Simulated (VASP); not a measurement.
A run of VASP 6.6.1:

INCAR

```
PREC = Accurate
ENCUT = 520
EDIFF = 1E-7
ISMEAR = -1
SIGMA = 0.05
LREAL = False
LASPH = True
NELM = 80
ALGO = Normal
ISIF = 2
LWAVE = False
LCHARG = True
GGA = PS
LELF = True
LVHAR = True
NBANDS = 11
```

Contents of KPOINTS:

```
Automatic mesh
0
Gamma
  8 8 8
```

The input POSCAR:

```
Ca
1.0
   -1.7391465618      1.7391465618      1.7391465618
    1.7391465618     -1.7391465618      1.7391465618
    1.7391465618      1.7391465618     -1.7391465618
Ca
1
Direct
    0.0000000000      0.0000000000      0.0000000000
```

Potentials or basis: VASP PAW PBE potentials, release 64 (Ca_sv).

Launch:

```bash
$ cat potpaw_PBE.64/Ca_sv/POTCAR > POTCAR
$ mpirun -np 1 vasp_std > vasp.out
```

Hardware: 1 thread of Intel(R) Xeon(R) Platinum 8488C (Sapphire Rapids) (shared host).

Question: How long does it take, and how much memory?

Answer: It took 4.2 s on 1 thread of Intel(R) Xeon(R) Platinum 8488C (Sapphire Rapids) (shared host), peak memory 0.13 GiB. Counts: scf iterations 12, k points 29.
